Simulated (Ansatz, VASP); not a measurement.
SiC: VASP beside Ansatz

POSCAR

```
SiC
1.0
    0.0000000000      2.1740000000      2.1740000000
    2.1740000000      0.0000000000      2.1740000000
    2.1740000000      2.1740000000      0.0000000000
Si C
1 1
Direct
   -0.0609855205      0.0000000000      0.0000000000
    0.7500000000      0.7500000000      0.7500000000
```

INCAR.step1

```
SYSTEM = SiC
PREC = Accurate
ENCUT = 520
ISMEAR = 0
SIGMA = 0.05
LREAL = .False.
LASPH = .True.
NELM = 100
NBANDS = 11
GGA = PE
ALGO = Normal
EDIFF = 1E-4
LWAVE = .True.
LCHARG = .False.
```

Contents of INCAR.step2:

```
SYSTEM = SiC
PREC = Accurate
ENCUT = 520
EDIFF = 1E-7
ISMEAR = 0
SIGMA = 0.05
LREAL = .False.
LASPH = .True.
NELM = 100
ALGO = Normal
ISIF = 2
LWAVE = .False.
LCHARG = .True.
METAGGA = R2SCAN
LMIXTAU = .True.
LELF = .True.
LVHAR = .True.
NBANDS = 11
ISTART = 1
```

File KPOINTS:

```
regular mesh
0
Gamma
  12 12 12
  0 0 0
```

Input for Ansatz:

```yaml
crystal:
  lattice:
    - [0.0, 2.174, 2.174]
    - [2.174, 0.0, 2.174]
    - [2.174, 2.174, 0.0]
  atoms:
    - { symbol: Si, position: [-0.0609855205, 0.0, 0.0] }
    - { symbol: C, position: [0.75, 0.75, 0.75] }
basis:
  ecutwfc: 500
kpoints:
  mp_grid: { grid: [12, 12, 12] }
hamiltonian:
  xc: r2scan
scf:
  occupations: { method: gaussian, width: 0.05 }
output:
  forces: true
  stress: true
  eigenvalues: true
```

Change from the starting cell: all Si atoms moved +0.188 Å, as atom 1 towards its neighbour atom 1 (Si) at 3.075 Å.

Alike in both runs: task single point; functional r2SCAN; k mesh 12 × 12 × 12; occupations gaussian, width 0.05 eV; no spin polarisation.

```csv
,VASP,Ansatz
version,VASP 6.6.1,Ansatz 0.2.0
potentials or method,"VASP PAW PBE potentials, release 64 (Si, C), cutoff 520 eV","scalar-relativistic, plane waves, PAW"
valence electrons in the cell,8,8
```

```tsv
	VASP	Ansatz	Ansatz less VASP
gap on the k mesh at the Fermi level (eV)	0.80	0.79	-0.008
least direct gap on the mesh (eV)	4.65	4.63	-0.013
pressure (GPa)	5.5	5.8	+0.24
traceless stress, the component that is largest in VASP (GPa)	8.93	9.01	+0.086
rms of the force components (eV/Å)	2.331	2.338	+0.0072
```

VASP's potentials were made for PBE, not for r2SCAN. Atom by atom the forces differ by 0.008 eV/Å (rms over components).
